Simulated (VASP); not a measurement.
The system is Zn2S.

```
Zn S
1.0
     3.66744    0.00000    0.00000
    -1.83372    3.17609    0.00000
     0.00000    0.00000    3.95986
Zn S
2 1
Cartesian
  0.0000 2.1174 1.9799
  1.8337 1.0587 1.9799
  0.0000 0.0000 0.0000
```

- Program: VASP 6.6.1
- Task: relaxation of cell and atoms
- Functional: PBE
- Potentials or basis: VASP PAW PBE potentials, release 64 (Zn, S)
- Cutoff: 600 eV
- k mesh: 6 × 6 × 4
- Occupations: gaussian, width 0.1 eV
- Spin: no spin polarisation

At the start: pressure 25.0 GPa; volume 15.37 Å³/atom.

Task: How do energy, volume and symmetry change on relaxing?

Result: Over 6 steps the energy falls by 420.0 meV/atom and the volume is 18.59 Å³/atom (+20.9 %); space group P6/mmm (No. 191, to 0.05 Å).

The path:
| step | energy change (eV) | largest force (eV/Å) | pressure (GPa) | volume (Å³) |
| --- | --- | --- | --- | --- |
| 1 | 0.0000 | 0.0000 | 24.97 | 46.12 |
| 2 | -1.1156 | 0.0000 | -5.37 | 63.34 |
| 3 | -1.2199 | 0.0000 | -1.22 | 57.87 |
| 4 | -1.2208 | 0.0000 | -1.64 | 58.33 |
| 5 | -1.2502 | 0.0000 | -0.91 | 56.98 |
| 6 | -1.2601 | 0.0000 | -0.10 | 55.78 |

Final structure:
```
Zn S
1.0
     4.15371    0.00000    0.00000
    -2.07686    3.59722    0.00000
     0.00000    0.00000    3.73329
Zn S
2 1
Direct
  0.33333 0.66667 0.50000
  0.66667 0.33333 0.50000
  0.00000 0.00000 0.00000
```

Caveat: the k points lie up to 0.42 Å⁻¹ apart in the final cell; the volume moved by over 15 % at a fixed basis, so the end points are rough.
